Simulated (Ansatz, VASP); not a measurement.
**One calculation of Zn, two programs**

```xyz
4
Lattice="3.8485 0.0000 0.0000 0.0000 3.8485 0.0000 0.0000 0.0000 3.8485" Properties=species:S:1:pos:R:3 pbc="T T T"
Zn   -0.0001   -0.0001   -0.0001
Zn    1.9243    3.8486    1.9242
Zn    1.9242    1.9243    3.8486
Zn    3.8486    1.9242    1.9243
```

Alike in both runs: functional PBE; k mesh 12 × 12 × 12; occupations gaussian, width 0.1 eV; no spin polarisation.

Ansatz relaxed the structure, and its values are those at the end. VASP's run is a single point on that final structure, the one shown.

```csv
,VASP,Ansatz
version,VASP 6.6.1,Ansatz 0.2.0
potentials or method,"VASP PAW PBE potentials, release 64 (Zn), cutoff 520 eV","scalar-relativistic, plane waves, PAW"
valence electrons in the cell,48,48
```

Ansatz gave:

| Item | Value |
| --- | --- |
| gap on the k mesh at the Fermi level (eV) | none |
| pressure (GPa) | 4.9 |

Task: Estimate VASP's values.

Result: gap on the k mesh at the Fermi level (eV): none; pressure (GPa): 5.4.

A gap of «none» marks a metal or a gap that the smearing closes. Ansatz's warnings: stress scf threshold loose.
